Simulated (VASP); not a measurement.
Write the native input for VASP 6.6.1 that does the following.

```yaml
Task: single point
Functional: LDA
Potentials_or_basis: VASP PAW LDA potentials, release 64 (Si, O)
Cutoff: 520 eV
k_mesh: 6 × 6 × 4
Occupations: gaussian, width 0.05 eV
Spin: no spin polarisation
Dipole_correction: no
Further_INCAR_settings: ALGO = Normal; EDIFF = 1e-06; NBANDS = 34
```

The structure of SiO2 lies in POSCAR:

```
SiO2
1.0
    5.1898593420      0.0000000000      0.0000000000
   -2.5949296710      4.4945500322      0.0000000000
    0.0000000000      0.0000000000      5.3591093439
Si O
3 6
Direct
    0.0000000000      0.5000000000      0.3333333333
    0.5000000000      0.5000000000      0.6666666667
    0.5000000000      0.0000000000      0.0000000000
    0.5843949021      0.7921974511      0.8333333333
    0.7921974511      0.5843949021      0.5000000000
    0.7921974511      0.2078025489      0.1666666667
    0.4156050979      0.2078025489      0.8333333333
    0.2078025489      0.4156050979      0.5000000000
    0.2078025489      0.7921974511      0.1666666667
```

This cell differs from its parent crystal: strain +0.030 along x and y, -0.030 along z.

The input as run:

INCAR

```
SYSTEM = SiO2
ALGO = Normal
EDIFF = 1E-6
ENCUT = 520
GGA = CA
ISIF = 2
ISMEAR = 0
LASPH = .TRUE.
LCHARG = .FALSE.
LREAL = .FALSE.
LWAVE = .FALSE.
NBANDS = 34
NELM = 80
PREC = Accurate
SIGMA = 0.05
```

KPOINTS

```
k-points
0
G
  6 6 4
  0 0 0
```

Potentials or basis: VASP PAW LDA potentials, release 64 (Si, O).

Run with:

```sh
$ cat potpaw_LDA.64/Si/POTCAR potpaw_LDA.64/O/POTCAR > POTCAR
$ mpirun -np 1 vasp_std > vasp.out
```

It gave:

The pressure is -4.8 GPa and the largest force is 0.285 eV/Å. The band gap on the k mesh is 5.31 eV (least direct gap 5.64 eV).

Caveat: the cell differs from its parent crystal (strain +0.030 along x and y, -0.030 along z); the cell stands under tension.

Run time: 39 s on 1 thread of Intel(R) Xeon(R) 6975P-C (Granite Rapids), on a shared host, peak memory 0.22 GiB.
